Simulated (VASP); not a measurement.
## B: density of states with PBE

The system is B.

```
B
1.0
     3.15393   -2.64071   -0.00776
     3.15393    2.64071   -0.00776
    -1.00397    0.00000    3.09365
B
8
Direct
  0.20892 0.02808 0.65475
  0.53406 0.71956 0.49336
  0.97192 0.79108 0.84525
  0.28044 0.46594 0.00664
  0.79108 0.97192 0.34525
  0.46594 0.28044 0.50664
  0.02808 0.20892 0.15475
  0.71956 0.53406 0.99336
```

```json
{
  "Program": "VASP 6.6.1",
  "Task": "density of states",
  "Functional": "PBE",
  "Potentials or basis": "VASP PAW PBE potentials, release 64 (B)",
  "Cutoff": "520 eV",
  "k mesh": "10 × 10 × 12",
  "Occupations": "gaussian, width 0.1 eV",
  "Spin": "no spin polarisation",
  "Dipole correction": "no",
  "k mesh for the DOS": "15 × 15 × 18",
  "Occupations for the DOS": "tetrahedron",
  "Further INCAR settings": "ALGO = Normal; EDIFF = 1e-06"
}
```

```json
{
  "Valence electrons inside the program's atomic spheres": "B 2.00, 1.92"
}
```

Levels at points of the mesh, in eV from the Fermi level:
| k point | band 8 | band 9 | band 10 | band 11 | band 12 | band 13 | band 14 | band 15 | band 16 | band 17 |
| --- | --- | --- | --- | --- | --- | --- | --- | --- | --- | --- |
| (0.00, 0.00, 0.00) | -5.52 | -4.78 | -3.77 | -3.64 | -1.65 | 0.39 | 1.16 | 1.74 | 2.54 | 3.07 |
| (0.00, 0.00, 0.50) | -6.86 | -5.73 | -5.73 | -4.15 | -4.15 | 2.24 | 2.24 | 3.74 | 3.74 | 5.81 |

It took 7.8 min on 1 thread of Intel(R) Xeon(R) Platinum 8375C CPU @ 2.90GHz (Ice Lake), on a shared host, peak memory 0.69 GiB.
